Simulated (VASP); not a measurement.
Set up this calculation in VASP 6.6.1, as the native input.

* Task: single point
* Functional: PBEsol
* Potentials or basis: VASP PAW PBE potentials, release 64 (Mo_sv, S)
* Cutoff: 520 eV
* k mesh: 14 × 14 × 14
* Occupations: gaussian, width 0.05 eV
* Spin: collinear spin
* Starting moments: [3.5, 0.0] μB
* Hubbard terms: Mo d U = 4.0 eV
* Dipole correction: no
* Further INCAR settings: ALGO = Normal; EDIFF = 1e-07; NBANDS = 21

The structure of MoS lies in POSCAR:

```
MoS
1.0
    0.0000000000      2.4478204267      2.4478204267
    2.4478204267      0.0000000000      2.4478204267
    2.4478204267      2.4478204267      0.0000000000
Mo S
1 1
Direct
    0.0000000000      0.0000000000      0.0000000000
    0.5000000000      0.5000000000      0.5000000000
```

These files were run (other wordings do the same):

INCAR

```
SYSTEM = MoS
PREC = Accurate
ENCUT = 520
EDIFF = 1E-7
ISMEAR = 0
SIGMA = 0.05
LREAL = .False.
LASPH = .True.
NELM = 150
ALGO = Normal
ISIF = 2
LWAVE = .False.
LCHARG = .True.
ISPIN = 2
MAGMOM = 3.5 0
LORBIT = 11
LMAXMIX = 4
LDAU = .True.
LDAUTYPE = 2
LDAUL = 2 -1
LDAUU = 4 0
LDAUJ = 0 0
LDAUPRINT = 1
GGA = PS
LELF = .True.
LVHAR = .True.
NBANDS = 21
```

KPOINTS

```
Automatic mesh
0
Gamma
  14 14 14
  0 0 0
```

Potentials or basis: VASP PAW PBE potentials, release 64 (Mo_sv, S).

Launch:

```console
$ cat potpaw_PBE.64/Mo_sv/POTCAR potpaw_PBE.64/S/POTCAR > POTCAR
$ mpirun -np 1 vasp_std > vasp.out
```

It gave:

```json
{"Pressure": "26.1 GPa", "Net moment": "2.70 μB per cell", "Site moments": "Mo +2.51; S +0.02 μB", "Valence electrons inside the program's atomic spheres": "Mo 12.51; S 3.80"}
```

Caveat: the cell stands under pressure; the PAW data sets were made with another functional, which shifts forces and pressure a little.

Run time: 3.3 min on 1 thread of Intel Xeon 8259CL, on a shared host, peak memory 0.24 GiB.
